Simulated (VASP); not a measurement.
Here is a VASP 6.6.1 calculation.

The input INCAR:

```
PREC = Accurate
ENCUT = 520
EDIFF = 1E-6
ISMEAR = -1
SIGMA = 0.02
LREAL = F
LASPH = T
NELM = 80
ALGO = Normal
ISIF = 2
LWAVE = F
LCHARG = F
GGA = PS
NBANDS = 19
```

The input KPOINTS:

```
regular mesh
0
Gamma
  10 10 5
```

The input POSCAR:

```
Cd
1.0
    2.9617063574      0.0000000000      0.0000000000
   -1.4808531787      2.5649129441      0.0000000000
    0.0000000000      0.0000000000      5.5171679948
Cd
2
Direct
    0.3333333333      0.6666666667      0.2500000000
    0.6666666667      0.3333333333      0.7500000000
```

Potentials or basis: VASP PAW PBE potentials, release 64 (Cd).

The run is started by

```console
$ cat potpaw_PBE.64/Cd/POTCAR > POTCAR
$ mpirun -np 1 vasp_std > vasp.out
```

What does it give for the band gap on the k mesh?

Zero (band 12 reaches 4.00 eV, above the bottom of band 13 at 0.12 eV).

Predict the pressure.

0.4 GPa.

Stress tensor (GPa, compression positive):
```
0.43 0.00 0.00
0.00 0.43 0.00
0.00 0.00 0.21
```

Caveat: the PAW data sets were made with another functional, which shifts forces and pressure a little.
